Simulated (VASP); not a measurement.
Wanted: the native input for a VASP 6.6.1 run.

- Task: single point
- Functional: PBEsol
- Potentials or basis: VASP PAW PBE potentials, release 64 (Tl_d, H)
- Cutoff: 520 eV
- k mesh: 3 × 2 × 3
- Occupations: fermi-dirac, width 0.15 eV
- Spin: no spin polarisation
- Dipole correction: no
- Further INCAR settings: ALGO = Normal; EDIFF = 1e-07; NBANDS = 90

The structure of Tl12H (a cell with a defect) lies in POSCAR:

```
Tl12H
1.0
    6.9200000000      0.0000000000      0.0000000000
   -5.1900000000      8.9893440000      0.0000000000
    0.0000000000      0.0000000000      5.5325400000
Tl H
12 1
Direct
   -0.0281547487      0.0039824930     -0.0241661154
    0.1445806014      0.2237760620      0.4655727749
    0.0106273770      0.2962507609     -0.0109714525
    0.1881928269      0.5854709754      0.5436381843
    0.0501669864      0.6204345946      0.0637681788
    0.1404212034      0.8912552462      0.4715013357
    0.4252127968     -0.0472114539      0.0023135847
    0.6255754414      0.2116728429      0.4340140333
    0.5328904216      0.3690369397      0.0372523289
    0.6943022706      0.5855822182      0.5266477965
    0.5721319337      0.7008965282     -0.0199546682
    0.6437883414      0.8934133570      0.5201589144
    0.5811467781      0.2006041820      0.8689137358
```

One way to write it, as run:

INCAR

```
PREC = Accurate
ENCUT = 520
EDIFF = 1E-7
ISMEAR = -1
SIGMA = 0.15
LREAL = F
LASPH = T
NELM = 80
ALGO = Normal
ISIF = 2
LWAVE = F
LCHARG = T
GGA = PS
LELF = T
LVHAR = T
NBANDS = 90
```

KPOINTS

```
Automatic mesh
0
Gamma
  3 2 3
```

Potentials or basis: VASP PAW PBE potentials, release 64 (Tl_d, H).

Run with:

```sh
$ cat potpaw_PBE.64/Tl_d/POTCAR potpaw_PBE.64/H/POTCAR > POTCAR
$ mpirun -np 1 vasp_std > vasp.out
```

It gave:

```
Pressure               : 2.3 GPa
Largest force          : 1.139 eV/Å
Band gap on the k mesh : zero (an odd number of electrons rules out a gap without spin polarisation)
```

Caveat: the k points lie up to 0.38 Å⁻¹ apart, too coarse for converged energies and pressures of a metal; the atoms stand as in a frame of molecular dynamics; the PAW data sets were made with another functional, which shifts forces and pressure a little; spin-orbit coupling is left out, which moves the levels of the heavy elements.

Run time: 5.6 min on 1 thread of Intel Xeon 8259CL (shared host), peak memory 0.53 GiB.
